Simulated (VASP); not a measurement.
## Sc4SiN: relaxation of cell and atoms with PBE

The system is Sc4SiN.

```
Sc Si N
1.0
     3.09114    0.00000    0.00000
     0.00000    3.09114    0.00000
     0.00000    0.00000   10.81093
Sc Si N
4 1 1
Direct
  0.50000 0.50000 0.17034
  0.00000 0.00000 0.65261
  0.00000 0.00000 0.34739
  0.50000 0.50000 0.82966
  0.50000 0.50000 0.50000
  0.00000 0.00000 0.00000
```

* Program: VASP 6.6.1
* Task: relaxation of cell and atoms
* Functional: PBE
* Potentials or basis: VASP PAW PBE potentials, release 64 (Sc_sv, Si, N)
* Cutoff: 600 eV
* k mesh: 6 × 6 × 2
* Occupations: gaussian, width 0.1 eV
* Spin: no spin polarisation
* Dipole correction: no
* Further INCAR settings: ALGO = Normal; EDIFF = 1e-06; IBRION = 2; EDIFFG = -0.04; NSW = 90; ISIF = 3

```yaml
Relaxed_volume: 17.20 Å³/atom
Relaxed_cell: a = 2.951 Å, b = 2.951 Å, c = 11.856 Å, α = 90.00°, β = 90.00°, γ = 90.00°
Space_group_after_relaxing_to_0.05_Å: P4/mmm (No. 123)
Energy_gained_by_relaxing: 649.3 meV/atom
Ionic_steps: 17
Pressure_after_relaxing: -0.1 GPa
Largest_force_after_relaxing: 0.037 eV/Å
```

Forces on the atoms (eV/Å):
```
Sc   0.000  0.000 -0.037
Sc   0.000  0.000  0.021
Sc   0.000  0.000 -0.021
Sc   0.000  0.000  0.037
Si   0.000  0.000  0.000
N    0.000  0.000  0.000
```

Stress tensor (GPa, compression positive):
```
-0.13  0.00  0.00
 0.00 -0.13  0.00
 0.00  0.00 -0.04
```

The path:
```csv
step,energy change (eV),largest force (eV/Å),pressure (GPa),volume (Å³)
1,0.0000,4.4439,6.30,103.30
2,-1.7320,3.1022,-4.44,113.72
3,-1.9089,0.6989,-10.22,125.30
4,-2.0627,1.7016,-8.40,120.34
5,-2.9210,1.4577,-0.76,107.59
6,-2.9253,1.5319,0.04,106.73
7,-3.6617,1.1140,4.98,99.99
8,-3.6712,1.2844,6.17,98.87
9,-3.7548,0.6462,-4.40,108.34
10,-3.8840,0.2124,-0.40,104.04
11,-3.8842,0.2221,-0.26,103.91
12,-3.8840,0.2337,-0.16,103.81
13,-3.8912,0.1631,-0.01,103.45
14,-3.8952,0.0494,0.25,102.88
15,-3.8952,0.0600,0.24,102.93
16,-3.8956,0.0585,-0.27,103.39
17,-3.8958,0.0366,-0.10,103.23
```

Final structure:
```cif
data_structure
_symmetry_space_group_name_H-M 'P 1'
_symmetry_Int_Tables_number 1
_cell_length_a 2.9507
_cell_length_b 2.9507
_cell_length_c 11.8565
_cell_angle_alpha 90.000
_cell_angle_beta 90.000
_cell_angle_gamma 90.000
_cell_volume 103.23
loop_
_atom_site_label
_atom_site_type_symbol
_atom_site_fract_x
_atom_site_fract_y
_atom_site_fract_z
_atom_site_occupancy
Sc1 Sc 0.50000 0.50000 0.10904 1
Sc2 Sc 0.00000 0.00000 0.65698 1
Sc3 Sc 0.00000 0.00000 0.34302 1
Sc4 Sc 0.50000 0.50000 0.89096 1
Si1 Si 0.50000 0.50000 0.50000 1
N1 N 0.00000 0.00000 0.00000 1
```

Levels at points of the mesh, in eV from the Fermi level:
```csv
k point,band 23,band 24,band 25,band 26,band 27,band 28,band 29,band 30
"(0.00, 0.00, 0.00)",-1.89,-1.17,-0.85,-0.85,-0.36,-0.31,-0.01,0.14
"(0.50, 0.00, 0.00)",-1.89,-1.18,-0.95,-0.92,-0.61,0.30,0.36,0.39
"(0.50, 0.50, 0.00)",-3.48,-2.74,-0.06,0.13,0.13,0.25,1.02,1.09
"(0.00, 0.00, 0.50)",-1.89,-1.89,-0.83,-0.52,-0.35,-0.21,-0.09,0.05
"(0.50, 0.00, 0.50)",-1.89,-1.45,-0.94,-0.59,-0.47,0.00,0.40,0.44
"(0.50, 0.50, 0.50)",-3.48,-2.76,0.22,0.22,0.26,0.47,0.79,0.86
```

Run time: 9.4 min on 1 thread of Intel(R) Xeon(R) 6975P-C (Granite Rapids), with other jobs on the host, peak memory 0.3 GiB.
